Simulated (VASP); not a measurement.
A run of VASP 6.6.1:

File INCAR:

```
SYSTEM = Co
PREC = Accurate ; ENCUT = 520
EDIFF = 1E-6 ; ISMEAR = -1
SIGMA = 0.05 ; LREAL = .False.
LASPH = .True. ; NELM = 150
ALGO = Normal ; ISIF = 2
LWAVE = .False. ; LCHARG = .True.
ISPIN = 2 ; MAGMOM = 3.5 3.5 3.5 3.5
LORBIT = 11 ; LMAXMIX = 4
GGA = PE ; LELF = .True.
LVHAR = .True. ; NBANDS = 30
```

Contents of KPOINTS:

```
Automatic mesh
0
Gamma
  12 12 4
  0 0 0
```

The input POSCAR:

```
Co
1.0
    2.4705617809      0.0000000000      0.0000000000
   -1.2352808905      2.1395692639      0.0000000000
    0.0000000000      0.0000000000      8.0882338000
Co
4
Direct
    0.6666666667      0.3333333333      0.7500000000
    0.0000000000      0.0000000000      0.5000000000
    0.3333333333      0.6666666667      0.2500000000
    0.0000000000      0.0000000000      0.0000000000
```

Potentials or basis: VASP PAW PBE potentials, release 64 (Co).

Command:

```console
$ cat potpaw_PBE.64/Co/POTCAR > POTCAR
$ mpirun -np 1 vasp_std > vasp.out
```

Hardware: 1 thread of Intel(R) Xeon(R) Platinum 8259CL CPU @ 2.50GHz (Skylake/Cascade Lake) (shared host).

**Question.** How long does it take, and how much memory?

**Answer.** Run time: 2.1 min on 1 thread of Intel(R) Xeon(R) Platinum 8259CL CPU @ 2.50GHz (Skylake/Cascade Lake) (shared host), peak memory 0.23 GiB. Counts: scf iterations 16, k points 57.
